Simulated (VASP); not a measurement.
A run of VASP 6.6.1:

File INCAR:

```
ALGO     = Normal         # electronic algorithm
EDIFF    = 1E-6           # SCF threshold, eV
ENCUT    = 520            # plane-wave cutoff, eV
GGA      = PS             # functional
ISIF     = 2              # what is computed and relaxed
ISMEAR   = 0              # smearing method
LASPH    = T              # aspherical terms in the spheres
LCHARG   = F              # write CHGCAR
LREAL    = F              # projectors in reciprocal space
LWAVE    = F              # write WAVECAR
NBANDS   = 16             # bands
NELM     = 100            # most SCF steps
PREC     = Accurate       # precision mode
SIGMA    = 0.15           # smearing width, eV
```

Contents of KPOINTS:

```
k-points
0
Gamma
  18 18 6
```

The input POSCAR:

```
C
1.0
    2.5160214960      0.0000000000      0.0000000000
   -1.2580107480      2.1293252536      0.0000000000
    0.0000000000      0.0000000000      7.2458067263
C
4
Direct
   -0.0577479467      0.0000000000      0.0025000000
    0.0577479467      0.0000000000      0.5025000000
    0.2755800112      0.6666666667      0.0025000000
    0.7244199888      0.3333333333      0.5025000000
```

Potentials or basis: VASP PAW PBE potentials, release 64 (C).

Run with:

```bash
$ cat potpaw_PBE.64/C/POTCAR > POTCAR
$ mpirun -np 1 vasp_std > vasp.out
```

Hardware: 1 thread of Intel(R) Xeon(R) Platinum 8488C (Sapphire Rapids), on a shared host.

Task: How long does it take, and how much memory?

Result: Wall time 4.1 min on 1 thread of Intel(R) Xeon(R) Platinum 8488C (Sapphire Rapids), with other jobs on the host, peak memory 0.37 GiB. Counts: scf iterations 13, k points 656.
